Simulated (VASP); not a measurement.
# TaN (Fm-3m) in VASP: single point with PBE

Aim: the single point of TaN with PBE.

All numbers are computed with VASP 6.6.1; they aren't measurements. Logs are shortened: lines on timing, memory, paths and dates and some standing lists are left out, and cuts for length are marked.

### Step 1. The cell of the first run

It takes space group Fm-3m (No. 225, cubic). Conventional cell: a = 4.518 Å, b = 4.518 Å, c = 4.518 Å, α = 90.00°, β = 90.00°, γ = 90.00°. Ta (site symmetry m-3m) has 6 N at 2.26 Å within 3.0 Å. Within 3.0 Å of N (site symmetry m-3m) lie 6 Ta at 2.26 Å.

### Step 2. Single point, PBE, non-collinear spin, typed start, spin-orbit coupling (11.52 Å³/atom)

Input file INCAR:

```
ALGO     = Normal         # electronic algorithm
EDIFF    = 1E-6           # SCF threshold, eV
ENCUT    = 700            # plane-wave cutoff, eV
GGA      = PE             # functional
GGA_COMPAT= F            
ISIF     = 2              # what is computed and relaxed
ISMEAR   = 0              # smearing method
LASPH    = T              # aspherical terms in the spheres
LCHARG   = F              # write CHGCAR
LMAXMIX  = 4              # l up to which the mixer works
LNONCOLLINEAR= T              # non-collinear magnetism
LORBIT   = 11             # projections on sites
LORBMOM  = T            
LREAL    = F              # projectors in reciprocal space
LSORBIT  = T              # spin-orbit coupling
LWAVE    = F              # write WAVECAR
MAGMOM   = 0 0 0.05 0 0 0 # initial moments
NBANDS   = 30             # bands
NELM     = 200            # most SCF steps
PREC     = Accurate       # precision mode
SIGMA    = 0.05           # smearing width, eV
```

Input file KPOINTS:

```
k-points
0
Gamma
  14 14 14
```

Input file POSCAR:

```
TaN
1.0
    0.0000000000      2.2587724677      2.2587724677
    2.2587724677      0.0000000000      2.2587724677
    2.2587724677      2.2587724677      0.0000000000
Ta N
1 1
Direct
    0.5000000000      0.5000000000      0.5000000000
    0.0000000000      0.0000000000      0.0000000000
```

Potentials or basis: VASP PAW PBE potentials, release 64 (Ta_sv_GW, N).

Launch:

```sh
> cat potpaw_PBE.64/Ta_sv_GW/POTCAR potpaw_PBE.64/N/POTCAR > POTCAR
> mpirun -np 1 vasp_ncl > vasp.out
```

OUTCAR:

```text
EDIFF = 1E-6
   ENCUT = 700
   GGA = PE
   ISIF = 2
   ISMEAR = 0
   LASPH = T
   LNONCOLLINEAR = T
   LORBIT = 11
   LREAL = F
   LSORBIT = T
   NELM = 200
   PREC = Accurate

 ion  position               nearest neighbor table
   1  0.500  0.500  0.500-   2 2.26   2 2.26   2 2.26   2 2.26   2 2.26   2 2.26
   2  0.000  0.000  0.000-   1 2.26   1 2.26   1 2.26   1 2.26   1 2.26   1 2.26

  LATTYP: Found a face centered cubic cell.
 ALAT       =     4.5175449354

  Lattice vectors:

 A1 = (   0.0000000000,   2.2587724677,   2.2587724677)
 A2 = (   2.2587724677,   0.0000000000,   2.2587724677)
 A3 = (   2.2587724677,   2.2587724677,   0.0000000000)

Analysis of symmetry for initial positions (statically):
=====================================================================
 Subroutine PRICEL returns:
 Original cell was already a primitive cell.

 Routine SETGRP: Setting up the symmetry group for a
 face centered cubic supercell.

 Subroutine GETGRP returns: Found 48 space group operations
 (whereof 48 operations were pure point group operations)
 out of a pool of 48 trial point group operations.

The static configuration has the point symmetry O_h .

Analysis of symmetry for dynamics (positions and initial velocities):
=====================================================================
 Subroutine PRICEL returns:
 Original cell was already a primitive cell.

 Routine SETGRP: Setting up the symmetry group for a
 face centered cubic supercell.

 Subroutine GETGRP returns: Found 48 space group operations
 (whereof 48 operations were pure point group operations)
 out of a pool of 48 trial point group operations.

The dynamic configuration has the point symmetry O_h .

Analysis of structural, dynamic, and magnetic symmetry:
=====================================================================
 Subroutine PRICEL returns:
 Original cell was already a primitive cell.

 Routine SETGRP: Setting up the symmetry group for a
 face centered cubic supercell.

 Subroutine GETGRP returns: Found  8 space group operations
 (whereof  8 operations were pure point group operations)
 out of a pool of 48 trial point group operations.

The overall configuration has the point symmetry C_4h.

 Subroutine INISYM returns: Found  8 space group operations
 (whereof  8 operations are pure point group operations),
 and found     1 'primitive' translations

----------------------------------------------------------------------------------------

                                     Primitive cell

  volume of cell :      23.0488

  direct lattice vectors                    reciprocal lattice vectors
     0.000000000  2.258772468  2.258772468    -0.221359171  0.221359171  0.221359171
     2.258772468  0.000000000  2.258772468     0.221359171 -0.221359171  0.221359171
     2.258772468  2.258772468  0.000000000     0.221359171  0.221359171 -0.221359171

  length of vectors
     3.194386658  3.194386658  3.194386658     0.383405330  0.383405330  0.383405330

  position of ions in fractional coordinates (direct lattice)
     0.500000000  0.500000000  0.500000000
     0.000000000  0.000000000  0.000000000

  ion indices of the primitive-cell ions
   primitive index   ion index
                 1           1
                 2           2

----------------------------------------------------------------------------------------

 KPOINTS: k-points

Automatic generation of k-mesh.
 Grid dimensions read from file:
[... 107 lines left out ...]

 number of electron      18.0000000 magnetization       0.0000000      0.0000000      0.0000266

 Free energy of the ion-electron system (eV)
  ---------------------------------------------------
  ext. energy  EPLUGINS =         0.00000000
  ---------------------------------------------------
  free energy    TOTEN  =       -25.66233230 eV

  energy without entropy =      -25.66149929  energy(sigma->0) =      -25.66191579

 E-fermi :  12.5299     XC(G=0): -13.3149

 val. band max:       12.5090220690   @ k =  -0.2857   0.4286   0.2143
 cond. band min:      12.5553622739   @ k =   0.2857   0.0000   0.0000
 fundamental gap:      0.0463402049
 Fermi energy:        12.5298639182

 k-point     1 :       0.0000    0.0000    0.0000
  band No.  band energies     occupation
      1     -57.1106      1.00000
      2     -57.1105      1.00000
      3     -28.9328      1.00000
      4     -28.9328      1.00000
      5     -20.8265      1.00000
      6     -20.8265      1.00000
[... 781 lines left out ...]
     29      22.8695      0.00000
     30      22.8695      0.00000

 [... further k-points ...]

------------------------ aborting loop because EDIFF is reached ----------------------------------------

  FORCE on cell =-STRESS in cart. coord.  units (eV):
  Direction    XX          YY          ZZ          XY          YZ          ZX
  --------------------------------------------------------------------------------------
  -------------------------------------------------------------------------------------
  Total       -2.7172801     -2.7172801     -2.7172784     -0.0000000      0.0000000     -0.0000000
  in kB     -188.8850295   -188.8850295   -188.8849106     -0.0000030      0.0000000     -0.0000000
  external PRESSURE =    -188.8849899 kB  Pullay stress =       0.0000000 kB

 VOLUME and BASIS-vectors are now :
 -----------------------------------------------------------------------------
  energy-cutoff  :      700.00
  volume of cell :       23.05
      direct lattice vectors                 reciprocal lattice vectors
     0.000000000  2.258772468  2.258772468    -0.221359171  0.221359171  0.221359171
     2.258772468  0.000000000  2.258772468     0.221359171 -0.221359171  0.221359171
     2.258772468  2.258772468  0.000000000     0.221359171  0.221359171 -0.221359171

 POSITION                                       TOTAL-FORCE (eV/Angst)
 -----------------------------------------------------------------------------------
      2.25877      2.25877      2.25877         0.000000      0.000000      0.000000
      0.00000      0.00000      0.00000        -0.000000     -0.000000      0.000000
 -----------------------------------------------------------------------------------
    total drift:                                0.000000      0.000000      0.000000

  FREE ENERGIE OF THE ION-ELECTRON SYSTEM (eV)
  ---------------------------------------------------
  free  energy   TOTEN  =       -25.6623323012 eV

  energy  without entropy=      -25.6614992855  energy(sigma->0) =      -25.66191579

 orbital moment (x)

 # of ion     p       d       f       tot
 ------------------------------------------------
  1         0.000  -0.000   0.000  -0.000
  2         0.000   0.000   0.000   0.000
 ------------------------------------------------
            0.000  -0.000   0.000  -0.000

 orbital moment (y)

 # of ion     p       d       f       tot
 ------------------------------------------------
  1         0.000  -0.000  -0.000  -0.000
  2         0.000   0.000   0.000   0.000
 ------------------------------------------------
            0.000  -0.000  -0.000  -0.000

 orbital moment (z)

 # of ion     p       d       f       tot
 ------------------------------------------------
  1         0.000  -0.000  -0.000  -0.000
  2        -0.000   0.000   0.000  -0.000
 ------------------------------------------------
            0.000  -0.000  -0.000  -0.000

 Spin-Orbit-Coupling matrix elements

 Ion:    1  E_soc:     -2.7939456
 l=   1
     0.0000000    -0.4446024    -0.4446024
    -0.4446024     0.0000000    -0.4446024
    -0.4446024    -0.4446024     0.0000000
 l=   2
     0.0000000    -0.0063479     0.0000000    -0.0063479    -0.0146764
    -0.0063479     0.0000000    -0.0110073    -0.0063479    -0.0036691
     0.0000000    -0.0110073     0.0000000    -0.0110073     0.0000000
    -0.0063479    -0.0063479    -0.0110073     0.0000000    -0.0036691
    -0.0146764    -0.0036691     0.0000000    -0.0036691     0.0000000
 l=   3
     0.0000000     0.0000018     0.0000000     0.0000000     0.0000000    -0.0000002    -0.0000393
     0.0000018     0.0000000     0.0000030     0.0000000     0.0000030     0.0000047     0.0000018
     0.0000000     0.0000030     0.0000000    -0.0000257     0.0000037    -0.0000097     0.0000000
     0.0000000     0.0000000    -0.0000257     0.0000000    -0.0000257     0.0000000     0.0000000
     0.0000000     0.0000030     0.0000037    -0.0000257     0.0000000    -0.0000097     0.0000000
    -0.0000002     0.0000047    -0.0000097     0.0000000    -0.0000097     0.0000000    -0.0000002
    -0.0000393     0.0000018     0.0000000     0.0000000     0.0000000    -0.0000002     0.0000000

 Ion:    2  E_soc:     -0.0004837
 l=   1
     0.0000000    -0.0000806    -0.0000806
    -0.0000806     0.0000000    -0.0000806
    -0.0000806    -0.0000806     0.0000000
 l=   2
     0.0000000     0.0000000     0.0000000     0.0000000     0.0000000
     0.0000000     0.0000000     0.0000000     0.0000000     0.0000000
     0.0000000     0.0000000     0.0000000     0.0000000     0.0000000
     0.0000000     0.0000000     0.0000000     0.0000000     0.0000000
     0.0000000     0.0000000     0.0000000     0.0000000     0.0000000
 l=   3
     0.0000000     0.0000000     0.0000000     0.0000000     0.0000000     0.0000000     0.0000000
     0.0000000     0.0000000     0.0000000     0.0000000     0.0000000     0.0000000     0.0000000
     0.0000000     0.0000000     0.0000000     0.0000000     0.0000000     0.0000000     0.0000000
     0.0000000     0.0000000     0.0000000     0.0000000     0.0000000     0.0000000     0.0000000
     0.0000000     0.0000000     0.0000000     0.0000000     0.0000000     0.0000000     0.0000000
     0.0000000     0.0000000     0.0000000     0.0000000     0.0000000     0.0000000     0.0000000
     0.0000000     0.0000000     0.0000000     0.0000000     0.0000000     0.0000000     0.0000000

 total charge

# of ion       s       p       d       f       tot
--------------------------------------------------
    1        2.916   6.034   2.294   0.103  11.347
    2        1.222   2.455   0.000   0.000   3.677
--------------------------------------------------
tot          4.138   8.489   2.294   0.103  15.024

 magnetization (x)

# of ion       s       p       d       f       tot
--------------------------------------------------
    1        0.000   0.000   0.000   0.000   0.000
    2        0.000   0.000   0.000   0.000   0.000
--------------------------------------------------
tot          0.000   0.000   0.000   0.000   0.000

 magnetization (y)

# of ion       s       p       d       f       tot
--------------------------------------------------
    1        0.000   0.000   0.000   0.000   0.000
    2        0.000   0.000   0.000   0.000   0.000
--------------------------------------------------
tot          0.000   0.000   0.000   0.000   0.000

 magnetization (z)

# of ion       s       p       d       f       tot
--------------------------------------------------
    1       -0.000   0.000   0.000   0.000   0.000
    2       -0.000  -0.000   0.000   0.000  -0.000
--------------------------------------------------
tot         -0.000  -0.000   0.000   0.000   0.000
```

It took 6.2 min on 1 thread of Intel Xeon 6975P-C (Granite Rapids), shared host; peak memory 0.69 GiB.

What came out:

```
Free energy                                           : -25.6623 eV
Pressure                                              : -18.9 GPa
Net moment                                            : 0.00 μB per cell
Valence electrons inside the program's atomic spheres : Ta 11.35; N 3.68
```

Moments on the atoms (μB; x, y, z):
```
Ta  0.00 0.00 0.00
N   0.00 0.00 0.00
```

Caveat: the cell stands under tension.
